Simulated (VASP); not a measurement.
Runs of VASP 6.6.1 on AlNi. The structure is that of space group Pm-3m (No. 221), or close to it. The cells are those of the table. 

| cell | gap on the mesh (eV) | pressure (GPa) | largest force (eV/Å) |
| --- | --- | --- | --- |
| a = 2.910 Å, 2 atoms | none | (c) | - |
| a = 2.933 Å, 2 atoms | none | -10.0 | 0.52 |
| a = 2.814 Å, 2 atoms | none | (a) | 0.62 |
| a = 2.790 Å, 2 atoms | none | 15.7 | - |
| a = 2.886 Å, 2 atoms | none | -3.9 | - |
| a = 2.838 Å, 2 atoms | none | (b) | - |

Alike in all rows: task single point; level PBEsol; potentials or basis VASP PAW PBE potentials, release 64 (Al, Ni); no spin polarisation; k mesh 16 × 16 × 16; cutoff (eV) 520; smearing gaussian 0.15 eV.

Problem. Fill in the values left out.

Solution. (a) 10.6; (b) 4.8; (c) -7.5.

Caveats: the PAW data sets were made with another functional, which shifts forces and pressure a little.

A gap of «none» marks levels without a gap at the run's occupations.
